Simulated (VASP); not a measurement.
Write the native input for VASP 6.6.1 that does the following.

| Property | Result |
| --- | --- |
| Task | single point |
| Functional | PBEsol |
| Potentials or basis | VASP PAW PBE potentials, release 64 (Zr_sv, B) |
| Cutoff | 520 eV |
| k mesh | 15 × 15 × 12 |
| Occupations | gaussian, width 0.15 eV |
| Spin | no spin polarisation |
| Dipole correction | no |
| Further INCAR settings | ALGO = Normal; EDIFF = 1e-06; NBANDS = 16 |

The structure of ZrB2 lies in POSCAR:

```
ZrB2
1.0
    3.1233000000      0.0000000000      0.0000000000
   -1.5616500000      2.7048571436      0.0000000000
    0.0000000000      0.0000000000      3.3899000000
Zr B
1 2
Direct
    0.0000000000      0.0000000000      0.0000000000
    0.3333333333      0.6666666667      0.5000000000
    0.6666666667      0.3333333333      0.5000000000
```

These files were run (other wordings do the same):

INCAR

```
SYSTEM = ZrB2
PREC = Accurate
ENCUT = 520
EDIFF = 1E-6
ISMEAR = 0
SIGMA = 0.15
LREAL = .False.
LASPH = .True.
NELM = 100
ALGO = Normal
ISIF = 2
LWAVE = .False.
LCHARG = .False.
GGA = PS
NBANDS = 16
```

KPOINTS

```
Automatic mesh
0
Gamma
  15 15 12
  0 0 0
```

Potentials or basis: VASP PAW PBE potentials, release 64 (Zr_sv, B).

The run is started by

```sh
$ cat potpaw_PBE.64/Zr_sv/POTCAR potpaw_PBE.64/B/POTCAR > POTCAR
$ mpirun -np 1 vasp_std > vasp.out
```

Results of the run:

```yaml
Pressure: 15.2 GPa
Band_gap_on_the_k_mesh: zero (band 9 reaches 11.81 eV, above the bottom of band 10 at 10.96 eV)
```

Caveat: the PAW data sets were made with another functional, which shifts forces and pressure a little.

It took 40 s on 1 thread of AMD EPYC 9R45 96-Core Processor (Zen 5) (shared host), peak memory 0.18 GiB.
